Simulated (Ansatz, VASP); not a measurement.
Two plane-wave programs on CrO2

INCAR

```
  PREC = Accurate
  ENCUT = 520
  EDIFF = 1E-7
  ISMEAR = 0
  SIGMA = 0.05
  LREAL = F
  LASPH = T
  NELM = 150
  ALGO = Normal
  ISIF = 2
  LWAVE = F
  LCHARG = F
  ISPIN = 2
  MAGMOM = -0.07 0.03 0.02 0.01 0.02 0.01
  LORBIT = 11
  LMAXMIX = 4
  LDAU = T
  LDAUTYPE = 2
  LDAUL = 2 -1
  LDAUU = 6 0
  LDAUJ = 0 0
  LDAUPRINT = 1
  GGA = PE
  NBANDS = 37
```

The input KPOINTS:

```
Automatic mesh
0
Gamma
  4 4 6
```

The input POSCAR:

```
CrO2
1.0
    4.4210008300      0.0000000000      0.0000000000
    0.0000000000      4.4210008300      0.0000000000
    0.0000000000      0.0000000000      2.9170005500
Cr O
2 4
Direct
    0.0000000000      0.0000000000      0.0000000000
    0.5000000000      0.5000000000      0.5000000000
    0.3010000000      0.3010000000      0.0000000000
    0.1990000000      0.8010000000      0.5000000000
    0.6990000000      0.6990000000      0.0000000000
    0.8010000000      0.1990000000      0.5000000000
```

Input for Ansatz:

```yaml
crystal:
  lattice:
    - [4.42100083, 0.0, 0.0]
    - [0.0, 4.42100083, 0.0]
    - [0.0, 0.0, 2.91700055]
  atoms:
    - { symbol: Cr, position: [0.0, 0.0, 0.0], spin: 0.3 }
    - { symbol: Cr, position: [0.5, 0.5, 0.5], spin: 0.3 }
    - { symbol: O, position: [0.301, 0.301, 0.0] }
    - { symbol: O, position: [0.199, 0.801, 0.5] }
    - { symbol: O, position: [0.699, 0.699, 0.0] }
    - { symbol: O, position: [0.801, 0.199, 0.5] }
basis:
  ecutwfc: 420
  ecutrho_ratio: 4
kpoints:
  mp_grid: { grid: [4, 4, 6] }
hamiltonian:
  xc: pbe
  hubbard:
    sites:
      - { site: 0, l: d, u_eff: 6.0, starting_ns: [{ spin: up, occupation_matrix: s0up }, { spin: down, occupation_matrix: s0down }] }
      - { site: 1, l: d, u_eff: 6.0, starting_ns: [{ spin: up, occupation_matrix: s1up }, { spin: down, occupation_matrix: s1down }] }
    occupation_matrices:
      s0up:
        matrix:
          - [0.02, 0.0, 0.0, 0.0, 0.0]
          - [0.0, 0.97, 0.0, 0.0, 0.0]
          - [0.0, 0.0, 0.02, 0.0, 0.0]
          - [0.0, 0.0, 0.0, 0.02, 0.0]
          - [0.0, 0.0, 0.0, 0.0, 0.02]
      s0down:
        matrix:
          - [0.97, 0.0, 0.0, 0.0, 0.0]
          - [0.0, 0.02, 0.0, 0.0, 0.0]
          - [0.0, 0.0, 0.02, 0.0, 0.0]
          - [0.0, 0.0, 0.0, 0.02, 0.0]
          - [0.0, 0.0, 0.0, 0.0, 0.02]
      s1up:
        matrix:
          - [0.02, 0.0, 0.0, 0.0, 0.0]
          - [0.0, 0.02, 0.0, 0.0, 0.0]
          - [0.0, 0.0, 0.02, 0.0, 0.0]
          - [0.0, 0.0, 0.0, 0.97, 0.0]
          - [0.0, 0.0, 0.0, 0.0, 0.02]
      s1down:
        matrix:
          - [0.02, 0.0, 0.0, 0.0, 0.0]
          - [0.0, 0.02, 0.0, 0.0, 0.0]
          - [0.0, 0.0, 0.02, 0.0, 0.0]
          - [0.0, 0.0, 0.0, 0.97, 0.0]
          - [0.0, 0.0, 0.0, 0.0, 0.02]
    ns_hold: until_converged
scf:
  occupations: { method: gaussian, width: 0.05 }
  lower_state_search: "off"
  max_iter: 150
output:
  forces: true
  stress: true
  eigenvalues: true
  populations: true
  hubbard: { sites: [{ site: 0, l: d }, { site: 1, l: d }] }
magnetization:
  spin_polarized: true
```

Alike in both runs: task single point; functional PBE; k mesh 4 × 4 × 6; occupations gaussian, width 0.05 eV; collinear spin; Hubbard terms Cr d U = 6.0 eV.

|  | VASP | Ansatz |
| --- | --- | --- |
| version | VASP 6.6.1 | Ansatz 0.2.0 |
| potentials or method | VASP PAW PBE potentials, release 64 (Cr_pv, O), cutoff 520 eV | scalar-relativistic, plane waves, PAW |
| valence electrons in the cell | 48 | 52 |

Ansatz gave:

```
gap on the k mesh at the Fermi level (eV)                     : 0.25
least direct gap on the mesh (eV)                             : 0.82
pressure (GPa)                                                : 7.4
traceless stress, the component that is largest in VASP (GPa) : 1.17
rms of the force components (eV/Å)                            : 0.093
net moment per atom (μB)                                      : 0.00
size of the moment on the site where the two differ most (μB) : 0.02
```

Problem. Estimate VASP's values.

Solution. gap on the k mesh at the Fermi level (eV): 0.63; least direct gap on the mesh (eV): 0.89; pressure (GPa): 13.9; traceless stress, the component that is largest in VASP (GPa): 4.72; rms of the force components (eV/Å): 0.122; net moment per atom (μB): 0.00; size of the moment on the site where the two differ most (μB): 2.13.

Site moments also hang on the region over which each program counts them. The programs project onto different local orbitals, so the same U acts differently, and such runs can settle in different states. Atom by atom the forces differ by 0.212 eV/Å (rms over components). VASP's potentials hold 48 valence electrons a cell and Ansatz's 52, so a difference there can come from the potentials and not from the codes. Ansatz's warnings: seeded moment not kept, specified occupation not kept, symmetry narrowed by occupation matrices.
